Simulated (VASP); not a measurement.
Wanted: the native input for a VASP 6.6.1 run.

```
Task                   : single point
Functional             : r2SCAN
Potentials or basis    : VASP PAW PBE potentials, release 64 (Li_sv, F)
Cutoff                 : 520 eV
k mesh                 : 10 × 10 × 10
Occupations            : gaussian, width 0.01 eV
Spin                   : no spin polarisation
Dipole correction      : no
Further INCAR settings : ALGO = Normal; EDIFF = 1e-06; NBANDS = 12
```

The system is LiF.

```
CELL_PARAMETERS angstrom
0.00000 1.99487 1.99487
2.03058 0.00000 1.99487
2.03058 1.99487 0.00000
ATOMIC_POSITIONS crystal
Li 0.00000 0.00000 0.00000
F 0.50000 0.50000 0.50000
```

This cell differs from its parent crystal: uniaxial x strain +1.8%.

The input as run:

POSCAR

```
LiF
1.0
    0.0000000000      1.9948717406      1.9948717406
    2.0305799447      0.0000000000      1.9948717406
    2.0305799447      1.9948717406      0.0000000000
Li F
1 1
Direct
    0.0000000000      0.0000000000      0.0000000000
    0.5000000000      0.5000000000      0.5000000000
```

INCAR.step1

```
SYSTEM = LiF
  PREC = Accurate
  ENCUT = 520
  ISMEAR = 0
  SIGMA = 0.01
  LREAL = .FALSE.
  LASPH = .TRUE.
  NELM = 80
  NBANDS = 12
  GGA = PE
  ALGO = Normal
  EDIFF = 1E-4
  LWAVE = .TRUE.
  LCHARG = .FALSE.
```

INCAR.step2

```
SYSTEM = LiF
  PREC = Accurate
  ENCUT = 520
  EDIFF = 1E-6
  ISMEAR = 0
  SIGMA = 0.01
  LREAL = .FALSE.
  LASPH = .TRUE.
  NELM = 80
  ALGO = Normal
  ISIF = 2
  LWAVE = .FALSE.
  LCHARG = .FALSE.
  METAGGA = R2SCAN
  LMIXTAU = .TRUE.
  NBANDS = 12
  ISTART = 1
```

KPOINTS

```
Automatic mesh
0
G
  10 10 10
  0 0 0
```

Potentials or basis: VASP PAW PBE potentials, release 64 (Li_sv, F).

The run is started by

```console
$ cat potpaw_PBE.64/Li_sv/POTCAR potpaw_PBE.64/F/POTCAR > POTCAR
$ cp INCAR.step1 INCAR
$ mpirun -np 1 vasp_std > vasp.out
$ cp INCAR.step2 INCAR
$ mpirun -np 1 vasp_std > vasp.out
```

It gave:

| Quantity | Value |
| --- | --- |
| Band gap on the k mesh | 10.35 eV |

Caveat: the cell differs from its parent crystal (uniaxial x strain +1.8%).

It took 61 s on 1 thread of Intel Xeon 8259CL (shared host), peak memory 0.15 GiB.
